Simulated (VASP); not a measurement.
The system is GaP.

```
CELL_PARAMETERS angstrom
0.00000 2.71068 2.71068
2.71068 0.00000 2.71068
2.71068 2.71068 0.00000
ATOMIC_POSITIONS crystal
Ga 0.00000 0.00000 0.00000
P 0.25000 0.25000 0.25000
```

This cell differs from its parent crystal: strain -0.5%.

Base run:

| Quantity | Value |
| --- | --- |
| Program | VASP 6.6.1 |
| Functional | PBE |
| Potentials or basis | VASP PAW PBE potentials, release 64 (Ga_d, P) |
| Cutoff | 520 eV |
| k mesh | 8 × 8 × 8 |
| Occupations | fermi-dirac, width 0.02 eV |
| Spin | no spin polarisation |

Its results: band gap on the k mesh 1.62 eV, indirect (least direct gap 1.96 eV); pressure 3.9 GPa.

Task: The run is repeated on the same cell with these changes: functional from PBE to r2SCAN; occupations from fermi-dirac, width 0.02 eV to gaussian, width 0.01 eV. What comes out?

Result: Band gap on the k mesh 1.88 eV, indirect (least direct gap 2.49 eV); pressure 1.4 GPa.

Caveats: the PAW data sets were made with another functional, which shifts forces and pressure a little (some runs).

A k mesh can miss the band edges.
